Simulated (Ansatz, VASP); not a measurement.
Ir in VASP and in Ansatz

```
CELL_PARAMETERS angstrom
5.43132 0.00000 0.00000
-2.71566 4.70366 0.00000
0.00000 0.00000 23.74265
ATOMIC_POSITIONS crystal
Ir 0.33333 0.16667 0.33695
Ir 0.33333 0.66667 0.33695
Ir 0.83333 0.16667 0.33695
Ir 0.83333 0.66667 0.33695
Ir 0.66718 0.33597 0.42875
Ir 0.67004 0.83802 0.43026
Ir 0.16566 0.33233 0.42922
Ir 0.16746 0.83782 0.42997
Ir 0.99783 0.50626 0.52146
Ir 0.00506 0.01416 0.53165
Ir 0.50525 0.50623 0.52168
Ir 0.50513 0.01457 0.52346
```

Alike in both runs: task single point; functional PBE; dispersion D3(BJ); k mesh 4 × 4 × 1; occupations gaussian, width 0.1 eV; no spin polarisation.

```csv
,VASP,Ansatz
version,VASP 6.6.1,Ansatz 0.2.0
potentials or method,"VASP PAW PBE potentials, release 64 (Ir), cutoff 520 eV","scalar-relativistic, plane waves, PAW"
valence electrons in the cell,108,204
```

```tsv
	VASP	Ansatz	Ansatz less VASP
gap on the k mesh at the Fermi level (eV)	none	none	-
rms of the force components (eV/Å)	0.384	0.391	+0.0069
```

Atom by atom the forces differ by 0.017 eV/Å (rms over components). A gap of «none» marks a metal or a gap that the smearing closes. VASP's potentials hold 108 valence electrons a cell and Ansatz's 204, so a difference there can come from the potentials and not from the codes.

Spin-orbit coupling is off throughout.
